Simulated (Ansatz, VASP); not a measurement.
Hf: VASP beside Ansatz

Contents of INCAR:

```
SYSTEM = Hf
PREC = Accurate
ENCUT = 520
EDIFF = 1E-6
ISMEAR = -1
SIGMA = 0.03
LREAL = .FALSE.
LASPH = .TRUE.
NELM = 80
ALGO = Normal
ISIF = 2
LWAVE = .FALSE.
LCHARG = .FALSE.
GGA = PE
NBANDS = 11
```

The input KPOINTS:

```
regular mesh
0
G
  13 13 13
  0 0 0
```

The input POSCAR:

```
Hf
1.0
    0.0000000000      2.2200000000      2.2644000000
    2.2200000000      0.0000000000      2.2644000000
    2.2200000000      2.2200000000      0.0000000000
Hf
1
Direct
    0.0000000000      0.0000000000      0.0000000000
```

Input for Ansatz:

```yaml
crystal:
  lattice:
    - [0.0, 2.22, 2.2644]
    - [2.22, 0.0, 2.2644]
    - [2.22, 2.22, 0.0]
  atoms:
    - { symbol: Hf, position: [0.0, 0.0, 0.0] }
kpoints:
  mp_grid: { grid: [13, 13, 13] }
  band_path:
    path:
      - [0.0, 0.0, 0.0]
      - [0.0, 0.5, 0.5]
      - [0.25, 0.75, 0.5]
      - [0.0, 0.5, 0.0]
      - [0.0, 0.0, 0.0]
      - [0.5, 0.5, 0.0]
      - [0.3701460977, 0.6298539023, 0.0]
      - [-0.3701460977, 0.3701460977, 0.0]
      - [0.0, 0.0, 0.0]
    npoints: 5
scf:
  occupations: { method: fermi_dirac, width: 0.03 }
hamiltonian:
  xc: pbe
  pseudopotentials: { kind: all_electron, lapw: { basis_error: 0.001 } }
output:
  forces: true
  stress: true
  eigenvalues: true
```

Change from the starting cell: zz strain of +2 %.

Alike in both runs: task single point; functional PBE; k mesh 13 × 13 × 13; occupations fermi-dirac, width 0.03 eV; no spin polarisation.

|  | VASP | Ansatz |
| --- | --- | --- |
| version | VASP 6.6.1 | Ansatz 0.2.0 |
| potentials or method | VASP PAW PBE potentials, release 64 (Hf_pv), cutoff 520 eV | all-electron LAPW, scalar-relativistic |

Ansatz gave:

```
pressure (GPa)                                                : 1.0
traceless stress, the component that is largest in VASP (GPa) : -0.77
```

**Question.** What did VASP give for the same quantities?

**Answer.** Pressure (GPa): 0.6; traceless stress, the component that is largest in VASP (GPa): -0.75.

Ansatz ran all-electron here, and VASP with PAW potentials.

Neither program's run includes spin-orbit coupling.
